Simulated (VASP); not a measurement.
The system is K4CuPb.

```
CELL_PARAMETERS angstrom
0.00000 4.40854 4.40854
4.40854 0.00000 4.40854
4.40854 4.40854 0.00000
ATOMIC_POSITIONS crystal
K 0.87276 0.37575 0.37575
K 0.37575 0.37575 0.37575
K 0.37575 0.87276 0.37575
K 0.37575 0.37575 0.87276
Cu 0.00000 0.00000 0.00000
Pb 0.75000 0.75000 0.75000
```

The cell was generated, and may not be a known phase.

* Program: VASP 6.6.1
* Task: relaxation of cell and atoms
* Functional: PBE
* Potentials or basis: VASP PAW PBE potentials, release 64 (K_sv, Cu, Pb_d)
* Cutoff: 600 eV
* k mesh: 4 × 4 × 4
* Occupations: gaussian, width 0.1 eV
* Spin: no spin polarisation

At the start: pressure 5.5 GPa; volume 28.56 Å³/atom.

Problem. Where does the relaxation end?

Solution. Over 8 steps the energy falls by 166.9 meV/atom and the volume is 42.23 Å³/atom (+47.9 %); space group F-43m (No. 216, to 0.1 Å) before and after.

The path:
| step | energy change (eV) | largest force (eV/Å) | pressure (GPa) | volume (Å³) |
| --- | --- | --- | --- | --- |
| 1 | 0.0000 | 0.2167 | 5.49 | 171.36 |
| 2 | -0.6295 | 0.1044 | 2.64 | 196.79 |
| 3 | -0.9617 | 0.0343 | 0.66 | 231.37 |
| 4 | -0.9968 | 0.0786 | 0.14 | 246.36 |
| 5 | -0.9986 | 0.0898 | 0.03 | 250.64 |
| 6 | -0.9983 | 0.0942 | -0.02 | 252.44 |
| 7 | -1.0002 | 0.0619 | -0.03 | 252.77 |
| 8 | -1.0015 | 0.0042 | -0.04 | 253.37 |

Final structure:
```
K Cu Pb
1.0
     0.00000    5.02236    5.02236
     5.02236    0.00000    5.02236
     5.02236    5.02236    0.00000
K Cu Pb
4 1 1
Direct
  0.87554 0.37482 0.37482
  0.37482 0.37482 0.37482
  0.37482 0.87554 0.37482
  0.37482 0.37482 0.87554
  0.00000 0.00000 0.00000
  0.75000 0.75000 0.75000
```

Caveat: the volume moved by over 15 % at a fixed basis, so the end points are rough.
